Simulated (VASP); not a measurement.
Here is a VASP 6.6.1 calculation.

INCAR

```
  PREC = Accurate
  ENCUT = 520
  EDIFF = 1E-7
  ISMEAR = 0
  SIGMA = 0.1
  LREAL = F
  LASPH = T
  NELM = 60
  ALGO = Normal
  ISIF = 2
  LWAVE = F
  LCHARG = T
  GGA = PE
  LELF = T
  LVHAR = T
  NBANDS = 43
```

KPOINTS

```
regular mesh
0
Gamma
  8 8 2
```

Contents of POSCAR:

```
Sr4Ta2O
1.0
    3.6692714108      0.0000000000      0.0000000000
    0.0000000000      3.6692714108      0.0000000000
    0.0000000000      0.0000000000     16.7691924613
Sr Ta O
4 2 1
Direct
    0.5000000000      0.5000000000      0.9714515432
    0.0000000000      0.0000000000      0.2093053970
    0.0000000000      0.0000000000      0.6240020626
    0.5000000000      0.5000000000      0.4116290859
    0.0000000000      0.0000000000      0.8277832471
    0.5000000000      0.5000000000      0.7644819187
    0.0000000000      0.0000000000      0.9463467457
```

Potentials or basis: VASP PAW PBE potentials, release 64 (Sr_sv, Ta_pv, O).

Command:

```bash
$ cat potpaw_PBE.64/Sr_sv/POTCAR potpaw_PBE.64/Ta_pv/POTCAR potpaw_PBE.64/O/POTCAR > POTCAR
$ mpirun -np 1 vasp_std > vasp.out
```

Predict the pressure.

0.1 GPa.

Estimate the largest force.

0.085 eV/Å.

Forces on the atoms (eV/Å):
```
Sr   0.000  0.000  0.027
Sr   0.000  0.000  0.000
Sr   0.000  0.000 -0.016
Sr   0.000  0.000  0.005
Ta   0.000  0.000 -0.085
Ta   0.000  0.000  0.004
O    0.000  0.000  0.066
```
